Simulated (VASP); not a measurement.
A run of VASP 6.6.1:

The input INCAR:

```
SYSTEM = SiO2
PREC = Accurate
ENCUT = 600
EDIFF = 1E-6
ISMEAR = 0
SIGMA = 0.02
LREAL = .False.
LASPH = .True.
NELM = 60
ALGO = Normal
ISIF = 3
LWAVE = .False.
LCHARG = .False.
GGA = PE
IBRION = 2
NSW = 80
EDIFFG = -0.01
```

File KPOINTS:

```
regular mesh
0
Gamma
  10 10 10
  0 0 0
```

Contents of POSCAR:

```
SiO2
1.0
   -1.7631929494      1.7631929494      4.2599462567
    1.7631929494     -1.7631929494      4.2599462567
    1.7631929494      1.7631929494     -4.2599462567
Si O
2 4
Direct
    0.0000000000      0.0000000000      0.0000000000
    0.7500000000      0.2500000000      0.5000000000
    0.9578365124      0.4578365124      0.5000000000
    0.2078365124      0.2078365124      0.0000000000
    0.5421634876      0.0421634876      0.5000000000
    0.7921634876      0.7921634876      0.0000000000
```

Potentials or basis: VASP PAW PBE potentials, release 64 (Si, O).

Launch:

```sh
$ cat potpaw_PBE.64/Si/POTCAR potpaw_PBE.64/O/POTCAR > POTCAR
$ mpirun -np 1 vasp_std > vasp.out
```

Hardware: 1 thread of Oxide Virtual Turin-like Processor, on a shared host.

Q: How long does it take, and how much memory?

A: Wall time 6.3 min on 1 thread of Oxide Virtual Turin-like Processor (shared host), peak memory 0.25 GiB. Counts: scf iterations 18, k points 102, ion steps 2.
